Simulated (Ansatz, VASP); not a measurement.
## Ta2N in VASP and in Ansatz

```
Ta N
1.0
     5.19453    0.00000    0.00000
    -2.59726    4.49859    0.00000
     0.00000    0.00000    4.94830
Ta N
6 3
Direct
  0.70279 0.70279 0.75260
  0.00000 0.29721 0.75260
  0.29721 0.00000 0.75260
  0.29721 0.29721 0.24740
  0.00000 0.70279 0.24740
  0.70279 0.00000 0.24740
  0.66667 0.33333 0.50000
  0.33333 0.66667 0.50000
  0.00000 0.00000 0.00000
```

Alike in both runs: task single point; functional LDA; k mesh 9 × 9 × 8; occupations gaussian, width 0.15 eV; no spin polarisation.

```csv
,VASP,Ansatz
version,VASP 6.6.1,Ansatz 0.2.0
potentials or method,"VASP PAW LDA potentials, release 64 (Ta_pv, N), cutoff 520 eV","scalar-relativistic, plane waves, PAW"
valence electrons in the cell,81,93
```

Ansatz gave:

```
gap on the k mesh at the Fermi level (eV)                     : none
pressure (GPa)                                                : 14.3
traceless stress, the component that is largest in VASP (GPa) : -7.57
rms of the force components (eV/Å)                            : 3.236
```

Question: Which values does VASP return?

Answer: gap on the k mesh at the Fermi level (eV): none; pressure (GPa): 16.0; traceless stress, the component that is largest in VASP (GPa): -7.52; rms of the force components (eV/Å): 3.270.

Ansatz warns that its potentials were made for another functional, while VASP's fit it. LDA's correlation is that of Perdew and Zunger in VASP and of Perdew and Wang (1992) in Ansatz. Atom by atom the forces differ by 0.034 eV/Å (rms over components). A gap of «none» marks a metal or a gap that the smearing closes. VASP's potentials hold 81 valence electrons a cell and Ansatz's 93, so a difference there can come from the potentials and not from the codes.

Neither program's run includes spin-orbit coupling.
